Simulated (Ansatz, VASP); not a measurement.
## One calculation of Cu, two programs

```
CELL_PARAMETERS angstrom
-1.44279 1.46687 1.40133
1.44279 -1.41871 1.35083
1.44279 1.41871 -1.35083
ATOMIC_POSITIONS crystal
Cu 0.00000 0.00000 0.00000
```

Change from the starting cell: strain +0.0350 x Voigt [0, 0, 0, 1, 0, 0], atoms carried along.

Alike in both runs: task single point; functional PBEsol; k mesh 24 × 24 × 24; occupations gaussian, width 0.15 eV; no spin polarisation.

|  | VASP | Ansatz |
| --- | --- | --- |
| version | VASP 6.6.1 | Ansatz 0.2.0 |
| potentials or method | VASP PAW PBE potentials, release 64 (Cu), cutoff 520 eV | scalar-relativistic, plane waves, PAW |
| valence electrons in the cell | 11 | 19 |

VASP gave:

```
gap on the k mesh at the Fermi level (eV)                     : none
pressure (GPa)                                                : -0.2
traceless stress, the component that is largest in VASP (GPa) : -3.42
```

Which values does Ansatz return?

gap on the k mesh at the Fermi level (eV): none; pressure (GPa): -1.2; traceless stress, the component that is largest in VASP (GPa): -3.48.

VASP's potentials were made for PBE, not for PBEsol. A gap of «none» marks a metal or a gap that the smearing closes. VASP's potentials hold 11 valence electrons a cell and Ansatz's 19, so a difference there can come from the potentials and not from the codes.
